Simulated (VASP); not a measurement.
**CuI (Marshite): single point with PBEsol**

The system is CuI (Marshite).

```
CELL_PARAMETERS angstrom
4.28719 0.00000 0.00000
2.14359 3.71281 0.00000
2.14359 1.23760 3.50047
ATOMIC_POSITIONS crystal
Cu 0.25000 0.25000 0.25000
I 0.00000 0.00000 0.00000
```

```yaml
Program: VASP 6.6.1
Task: single point
Functional: PBEsol
Potentials_or_basis: VASP PAW PBE potentials, release 64 (Cu, I)
Cutoff: 520 eV
k_mesh: 6 × 6 × 6
Occupations: fermi-dirac, width 0.02 eV
Spin: no spin polarisation
```

- Pressure: -2.1 GPa
- Band gap on the k mesh: 1.03 eV, direct

Levels at points of the mesh, in eV from the valence-band top:
| k point | band 7 | band 8 | band 9 | band 10 | band 11 | band 12 |
| --- | --- | --- | --- | --- | --- | --- |
| (0.00, 0.00, 0.00) | 0.00 | 0.00 | 0.00 | 1.03 | 4.83 | 4.83 |
| (0.50, 0.00, 0.00) | -1.80 | -0.72 | -0.72 | 2.08 | 5.36 | 5.36 |
| (0.50, 0.50, 0.00) | -1.79 | -1.52 | -1.52 | 2.60 | 2.85 | 9.08 |

Run time: 20 s on 1 thread of Intel Xeon 8259CL (shared host), peak memory 0.18 GiB.

Caveat: the PAW data sets were made with another functional, which shifts forces and pressure a little; spin-orbit coupling is left out, which moves the levels of the heavy elements.
